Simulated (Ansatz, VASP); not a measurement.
**TaW3O4: VASP beside Ansatz**

```xyz
8
Lattice="-2.8307 2.8307 2.8307 2.8307 -2.8307 2.8307 2.8307 2.8307 -2.8307" Properties=species:S:1:pos:R:3 pbc="T T T"
Ta    0.0000    0.0000    0.0000
W     0.0000    0.0000    2.8307
W     0.0000    2.8307    0.0000
W     2.8307    0.0000    0.0000
O     1.4153    1.4153    1.4153
O     1.4153    1.4153   -1.4153
O     1.4153   -1.4153    1.4153
O    -1.4153    1.4153    1.4153
```

Alike in both runs: functional PBE; k mesh 10 × 10 × 10; occupations gaussian, width 0.1 eV; no spin polarisation.

Ansatz relaxed the structure, and its values are those at the end. VASP's run is a single point on that final structure, the one shown.

|  | VASP | Ansatz |
| --- | --- | --- |
| version | VASP 6.6.1 | Ansatz 0.2.0 |
| potentials or method | VASP PAW PBE potentials, release 64 (Ta_pv, W_sv, O), cutoff 520 eV | scalar-relativistic, plane waves, PAW |
| valence electrons in the cell | 77 | 79 |

```tsv
	VASP	Ansatz	Ansatz less VASP
gap on the k mesh at the Fermi level (eV)	none	none	-
pressure (GPa)	0.7	0.0	-0.66
```

A gap of «none» marks a metal or a gap that the smearing closes. VASP's potentials hold 77 valence electrons a cell and Ansatz's 79, so a difference there can come from the potentials and not from the codes.

Neither program's run includes spin-orbit coupling.
